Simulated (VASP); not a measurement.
# C (R-3m) in VASP: a series of runs, part 2 of 2

VASP 6.6.1. The steps go on from the part before.

### Step 5. Single point, LDA (strain +0.000 along x and y, -0.025 along z)

Contents of INCAR:

```
ALGO = Normal
EDIFF = 1E-6
ENCUT = 520
GGA = CA
ISIF = 2
ISMEAR = 0
LASPH = T
LCHARG = F
LREAL = F
LWAVE = F
NBANDS = 11
NELM = 100
PREC = Accurate
SIGMA = 0.05
```

Contents of KPOINTS:

```
k-points
0
Gamma
  12 12 12
```

Contents of POSCAR:

```
C
1.0
    1.2280263465      0.7090013417      3.2633355684
   -1.2280263465      0.7090013417      3.2633355684
    0.0000000000     -1.4180026834      3.2633355684
C
2
Direct
    0.1640000000      0.1640000000      0.1640000000
    0.8360000000      0.8360000000      0.8360000000
```

Potentials or basis: VASP PAW LDA potentials, release 64 (C).

The run is started by

```bash
$ cat potpaw_LDA.64/C/POTCAR > POTCAR
$ mpirun -np 1 vasp_std > vasp.out
```

OUTCAR:

```text
EDIFF = 1E-6
   ENCUT = 520
   GGA = CA
   ISIF = 2
   ISMEAR = 0
   LASPH = T
   LREAL = F
   NELM = 100
   PREC = Accurate

 ion  position               nearest neighbor table
   1  0.164  0.164  0.164-   2 1.42   2 1.42   2 1.42
   2  0.836  0.836  0.836-   1 1.42   1 1.42   1 1.42

  LATTYP: Found a trigonal (rhomboedric) cell.
 ALAT       =     3.5581021124
 COS(alpha) =     0.7617633633

  Lattice vectors:

 A1 = (   1.2280263465,   0.7090013417,   3.2633355684)
 A2 = (  -1.2280263465,   0.7090013417,   3.2633355684)
 A3 = (   0.0000000000,  -1.4180026834,   3.2633355684)

Analysis of symmetry for initial positions (statically):
=====================================================================
 Subroutine PRICEL returns:
 Original cell was already a primitive cell.

 Routine SETGRP: Setting up the symmetry group for a
 trigonal (rhombohedral) supercell.

 Subroutine GETGRP returns: Found 12 space group operations
 (whereof 12 operations were pure point group operations)
 out of a pool of 12 trial point group operations.

The static configuration has the point symmetry D_3d.

Analysis of symmetry for dynamics (positions and initial velocities):
=====================================================================
 Subroutine PRICEL returns:
 Original cell was already a primitive cell.

 Routine SETGRP: Setting up the symmetry group for a
 trigonal (rhombohedral) supercell.

 Subroutine GETGRP returns: Found 12 space group operations
 (whereof 12 operations were pure point group operations)
 out of a pool of 12 trial point group operations.

The dynamic configuration has the point symmetry D_3d.

 Subroutine INISYM returns: Found 12 space group operations
 (whereof 12 operations are pure point group operations),
 and found     1 'primitive' translations

----------------------------------------------------------------------------------------

                                     Primitive cell

  volume of cell :      17.0478

  direct lattice vectors                    reciprocal lattice vectors
     1.228026347  0.709001342  3.263335568     0.407157388  0.235072428  0.102144976
    -1.228026347  0.709001342  3.263335568    -0.407157388  0.235072428  0.102144976
     0.000000000 -1.418002683  3.263335568     0.000000000 -0.470144855  0.102144976

  length of vectors
     3.558102112  3.558102112  3.558102112     0.481113065  0.481113065  0.481113065

  position of ions in fractional coordinates (direct lattice)
     0.164000000  0.164000000  0.164000000
     0.836000000  0.836000000  0.836000000

  ion indices of the primitive-cell ions
   primitive index   ion index
                 1           1
                 2           2

----------------------------------------------------------------------------------------

 KPOINTS: k-points

Automatic generation of k-mesh.
 Grid dimensions read from file:
 generate k-points for:   12   12   12

 Generating k-lattice:

  Cartesian coordinates                     Fractional coordinates (reciprocal lattice)
     0.033929782  0.019589369  0.008512081     0.083333333  0.000000000  0.000000000
    -0.033929782  0.019589369  0.008512081     0.000000000  0.083333333  0.000000000
     0.000000000 -0.039178738  0.008512081     0.000000000  0.000000000  0.083333333

  Length of vectors
     0.040092755  0.040092755  0.040092755

  Shift w.r.t. Gamma in fractional coordinates (k-lattice)
     0.000000000  0.000000000  0.000000000

 Subroutine IBZKPT returns following result:
 ===========================================

 Found    189 irreducible k-points:

 Following reciprocal coordinates:
            Coordinates               Weight
  0.000000  0.000000  0.000000      1.000000
  0.083333 -0.000000 -0.000000      6.000000
  0.166667 -0.000000 -0.000000      6.000000
  0.250000 -0.000000 -0.000000      6.000000
  0.333333 -0.000000 -0.000000      6.000000
  0.416667 -0.000000 -0.000000      6.000000
[... 16 lines left out ...]
  0.500000  0.166667 -0.000000     12.000000
 -0.416667  0.166667  0.000000     12.000000
 [... further k-points ...]
   k-points           NKPTS =    189   k-points in BZ     NKDIM =    189   number of bands    NBANDS=     11
   number of dos      NEDOS =    301   number of ions     NIONS =      2
   total plane-waves  NPLWV =  21952
   dimension x,y,z NGX =    28 NGY =   28 NGZ =   28
   dimension x,y,z NGXF=    56 NGYF=   56 NGZF=   56
   ions per type =               2
   NGX,Y,Z   is equivalent  to a cutoff of  13.08, 13.08, 13.08 a.u.
   NGXF,Y,Z  is equivalent  to a cutoff of  26.16, 26.16, 26.16 a.u.
 SYSTEM =  unknown system
   PREC   = accura    normal or accurate (medium, high low for compatibility)
   ISTART =      0    job   : 0-new  1-cont  2-samecut
   ICHARG =      2    charge: 1-file 2-atom 10-const
   ISPIN  =      1    spin polarized calculation?
   LNONCOLLINEAR =      F non collinear calculations
   LSORBIT =      F    spin-orbit coupling
   LASPH  =      T    aspherical Exc in radial PAW
   ENCUT  =  520.0 eV  38.22 Ry    6.18 a.u.   6.62  6.62  6.62*2*pi/ulx,y,z
   NELM   =    100;   NELMIN=  2; NELMDL= -5     # of ELM steps
   EDIFF  = 0.1E-05   stopping-criterion for ELM
   LREAL  =      F    real-space projection
   EDIFFG = 0.1E-04   stopping-criterion for IOM
   NSW    =      0    number of steps for IOM
   IBRION =     -1    ionic relax: 0-MD 1-quasi-New 2-CG
   NFREE  =      0    steps in history (QN), initial steepest desc. (CG)
   ISIF   =      2    stress and relaxation
   ISYM   =      2    0-nonsym 1-usesym 2-fastsym
   POTIM  = 0.5000    time-step for ionic-motion
   TEBEG  =    0.0;   TEEND  =   0.0 temperature during run
   PSTRESS=    0.0 pullay stress
   NELECT =       8.0000    total number of electrons
   NUPDOWN=      -1.0000    fix difference up-down
   EMIN   =  10.00;   EMAX   =-10.00  energy-range for DOS
   EFERMI =   0.00;   METHOD = LEGACY
   ISMEAR =     0;   SIGMA  =   0.05  broadening in eV -4-tet -1-fermi 0-gaus
   EFERMI_NEDOS =   21; number of points for ismear=-14 and -15
   IALGO  =     38    algorithm
   IMIX   =      4    mixing-type and parameters
     AMIX     =   0.40;   BMIX     =  1.00
     AMIX_MAG =   1.60;   BMIX_MAG =  1.00
  volume/ion in A,a.u.               =       8.52        57.52
  Fermi-wavevector in a.u.,A,eV,Ry     =   1.272181  2.404074 22.020276  1.618445
  Thomas-Fermi vector in A             =   2.405074
   LORBIT       =      0    0 simple, 1 ext, 2 COOP (PROOUT), +10 PAW based schemes
   GGA     = CA    functional components
   LHFCALC =     F    Hartree Fock is set to
   AEXX    =    0.0000 exact exchange contribution
   IVDW    =     0    specifies the selected vdW correction
   LEPSILON=     F    determine dielectric tensor
   LRPA    =     F    only Hartree local field effects (RPA)
 non-spin polarized calculation
 Gauss-broadening in eV      SIGMA  =   0.05
  energy-cutoff  :      520.00
  volume of cell :       17.05
 maximum number of plane-waves:       472
   NGX = 13   NGY = 13   NGZ = 13

 number of electron       8.0000000 magnetization

 Free energy of the ion-electron system (eV)
  ---------------------------------------------------
  ext. energy  EPLUGINS =         0.00000000
  ---------------------------------------------------
  free energy    TOTEN  =       -20.20000891 eV

  energy without entropy =      -20.20000891  energy(sigma->0) =      -20.20000891

 E-fermi :   4.7125     XC(G=0): -10.9578

 val. band max:        4.4206601644   @ k =  -0.3333   0.3333   0.0000
 cond. band min:       5.3058324774   @ k =  -0.3333   0.3333   0.0000
 fundamental gap:      0.8851723130
 Fermi energy:         4.7125468105

 k-point     1 :       0.0000    0.0000    0.0000
  band No.  band energies     occupation
      1     -14.6759      2.00000
      2      -1.5507      2.00000
      3       1.9210      2.00000
      4       1.9210      2.00000
      5       8.9085      0.00000
      6      13.2752      0.00000
      7      13.2752      0.00000
      8      16.2823      0.00000
      9      18.0928      0.00000
     10      27.4507      0.00000
     11      31.1101      0.00000
[... 309 lines left out ...]
 k-point    24 :      -0.4167    0.1667    0.0000
  band No.  band energies     occupation
      1      -8.8039      2.00000
      2      -7.9231      2.00000
      3      -3.2546      2.00000
      4       3.4811      2.00000
      5       6.4045      0.00000
      6      15.2494      0.00000
      7      16.1963      0.00000
      8      17.0433      0.00000
      9      20.4903      0.00000
     10      24.2830      0.00000
     11      27.9572      0.00000

 [... further k-points ...]
[... 5 lines left out ...]
  --------------------------------------------------------------------------------------
  -------------------------------------------------------------------------------------
  Total       -0.4933231     -0.4933231     -0.0249471      0.0000000     -0.0000000     -0.0000000
  in kB      -46.3632927    -46.3632927     -2.3445726      0.0000000     -0.0000000     -0.0000000
  external PRESSURE =     -31.6903860 kB  Pullay stress =       0.0000000 kB

 VOLUME and BASIS-vectors are now :
 -----------------------------------------------------------------------------
  energy-cutoff  :      520.00
  volume of cell :       17.05
      direct lattice vectors                 reciprocal lattice vectors
     1.228026347  0.709001342  3.263335568     0.407157388  0.235072428  0.102144976
    -1.228026347  0.709001342  3.263335568    -0.407157388  0.235072428  0.102144976
     0.000000000 -1.418002683  3.263335568     0.000000000 -0.470144855  0.102144976

 POSITION                                       TOTAL-FORCE (eV/Angst)
 -----------------------------------------------------------------------------------
      0.00000      0.00000      1.60556         0.000000      0.000000      0.857690
      0.00000      0.00000      8.18445         0.000000     -0.000000     -0.857690
 -----------------------------------------------------------------------------------
    total drift:                                0.000000     -0.000000      0.000000

  FREE ENERGIE OF THE ION-ELECTRON SYSTEM (eV)
  ---------------------------------------------------
  free  energy   TOTEN  =       -20.2000089145 eV

  energy  without entropy=      -20.2000089145  energy(sigma->0) =      -20.20000891
```

OSZICAR:

```text
N       E                     dE             d eps       ncg     rms          rms(c)
DAV:   1     0.332232066445E+01    0.33223E+01   -0.45832E+03  4262   0.668E+02
DAV:   2    -0.209784312671E+02   -0.24301E+02   -0.23029E+02  5373   0.131E+02
DAV:   3    -0.215708001308E+02   -0.59237E+00   -0.59124E+00  5155   0.169E+01
DAV:   4    -0.215731250633E+02   -0.23249E-02   -0.23248E-02  4825   0.133E+00
DAV:   5    -0.215731346189E+02   -0.95556E-05   -0.95555E-05  5265   0.788E-02    0.654E+00
DAV:   6    -0.205226100603E+02    0.10505E+01   -0.94134E-01  4833   0.555E+00    0.371E+00
DAV:   7    -0.202005594743E+02    0.32205E+00   -0.98604E-01  4970   0.572E+00    0.101E+00
DAV:   8    -0.202005578740E+02    0.16003E-05   -0.23093E-02  4655   0.997E-01    0.162E-01
DAV:   9    -0.202000140629E+02    0.54381E-03   -0.12054E-03  4970   0.203E-01    0.632E-02
DAV:  10    -0.202000096069E+02    0.44560E-05   -0.89038E-05  5008   0.650E-02    0.255E-02
DAV:  11    -0.202000089145E+02    0.69237E-06   -0.23144E-06  4879   0.108E-02
   1 F= -.20200009E+02 E0= -.20200009E+02  d E =-.185482E-18
```

stdout:

```text
POSCAR found type information on POSCAR C
 POSCAR found :  1 types and       2 ions
 scaLAPACK will be used
 LDA part: xc-table for (Slater(with rela. corr.)+CA(PZ))
 , standard interpolation
 POSCAR, INCAR and KPOINTS ok, starting setup
 FFT: planning ... GRIDC
 FFT: planning ... GRID_SOFT
 FFT: planning ... GRID
 WAVECAR not read
 entering main loop
```

Run time: 19 s. Hardware: 1 thread of Intel Xeon 6975P-C (Granite Rapids), shared host; peak memory 0.14 GiB.

What came out:

- Free energy: -20.2000 eV
- Pressure: -3.2 GPa
- Largest force: 0.858 eV/Å
- Band gap on the k mesh: 0.89 eV, direct

Forces on the atoms (eV/Å):
```
C    0.000  0.000  0.858
C    0.000  0.000 -0.858
```

Caveat: the cell differs from its parent crystal (strain +0.000 along x and y, -0.025 along z). A k mesh can miss the band edges.

### Step 6. Summary

```csv
cell,gap on the mesh (eV),pressure (GPa),largest force (eV/Å)
"a = 3.544 Å, angles 39.5°, 2 atoms",0.86,20.8,0.84
"a = 3.482 Å, angles 41.3°, 2 atoms",1.01,-2.9,0.82
"a = 3.621 Å, angles 38.6°, 2 atoms",0.75,20.1,0.88
"a = 3.558 Å, angles 40.4°, 2 atoms",0.89,-3.2,0.86
```

Alike in all rows: task single point; level LDA; potentials or basis VASP PAW LDA potentials, release 64 (C); no spin polarisation; k mesh 12 × 12 × 12; cutoff (eV) 520; smearing gaussian 0.05 eV.

Absolute energies hang on the potentials; compare differences alone.
